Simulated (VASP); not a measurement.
Set up this calculation in VASP 6.6.1, as the native input.

| Property | Result |
| --- | --- |
| Task | single point |
| Functional | PBE |
| Potentials or basis | VASP PAW PBE potentials, release 64 (Rh_pv) |
| Cutoff | 520 eV |
| k mesh | 17 × 17 × 17 |
| Occupations | fermi-dirac, width 0.1 eV |
| Spin | no spin polarisation |
| Dipole correction | no |
| Further INCAR settings | ALGO = Normal; EDIFF = 1e-06; NBANDS = 14 |

The structure of Rh lies in POSCAR:

```
Rh
1.0
   -1.5359279900      1.5359279900      1.5359279900
    1.5359279900     -1.5359279900      1.5359279900
    1.5359279900      1.5359279900     -1.5359279900
Rh
1
Direct
    0.0000000000      0.0000000000      0.0000000000
```

These files were run (other wordings do the same):

INCAR

```
SYSTEM = Rh
PREC = Accurate ; ENCUT = 520
EDIFF = 1E-6 ; ISMEAR = -1
SIGMA = 0.1 ; LREAL = .False.
LASPH = .True. ; NELM = 100
ALGO = Normal ; ISIF = 2
LWAVE = .False. ; LCHARG = .False.
GGA = PE ; NBANDS = 14
```

KPOINTS

```
regular mesh
0
Gamma
  17 17 17
  0 0 0
```

Potentials or basis: VASP PAW PBE potentials, release 64 (Rh_pv).

Run with:

```bash
$ cat potpaw_PBE.64/Rh_pv/POTCAR > POTCAR
$ mpirun -np 1 vasp_std > vasp.out
```

Results of the run:

| Quantity | Value |
| --- | --- |
| Pressure | 0.0 GPa |

It took 40 s on 1 thread of Intel Xeon 8259CL, on a shared host, peak memory 0.15 GiB.
